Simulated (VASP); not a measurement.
Wanted: the native input for a VASP 6.6.1 run.

- Task: single point
- Functional: LDA
- Potentials or basis: VASP PAW LDA potentials, release 64 (Pb_d)
- Cutoff: 520 eV
- k mesh: 9 × 9 × 9
- Occupations: methfessel-paxton, width 0.05 eV
- Spin: no spin polarisation
- Dipole correction: no
- Further INCAR settings: ALGO = Normal; EDIFF = 1e-07; NBANDS = 13

The structure of Pb lies in POSCAR:

```
Pb
1.0
    0.0000000000      2.4386018681      2.4386018681
    2.4386018681      0.0000000000      2.4386018681
    2.4386018681      2.4386018681      0.0000000000
Pb
1
Direct
    0.0000000000      0.0000000000      0.0000000000
```

These files were run (other wordings do the same):

INCAR

```
ALGO = Normal
EDIFF = 1E-7
ENCUT = 520
GGA = CA
ISIF = 2
ISMEAR = 1
LASPH = True
LCHARG = True
LELF = True
LREAL = False
LVHAR = True
LWAVE = False
NBANDS = 13
NELM = 60
PREC = Accurate
SIGMA = 0.05
```

KPOINTS

```
k-points
0
Gamma
  9 9 9
```

Potentials or basis: VASP PAW LDA potentials, release 64 (Pb_d).

Run with:

```bash
$ cat potpaw_LDA.64/Pb_d/POTCAR > POTCAR
$ mpirun -np 1 vasp_std > vasp.out
```

It gave:

```
Pressure               : 0.1 GPa
Band gap on the k mesh : zero (bands 7 and 8 overlap by 9.35 eV)
```

Caveat: spin-orbit coupling is left out, which moves the levels of the heavy elements.

It took 24 s on 1 thread of Intel Xeon 8259CL, with other jobs on the host, peak memory 0.15 GiB.
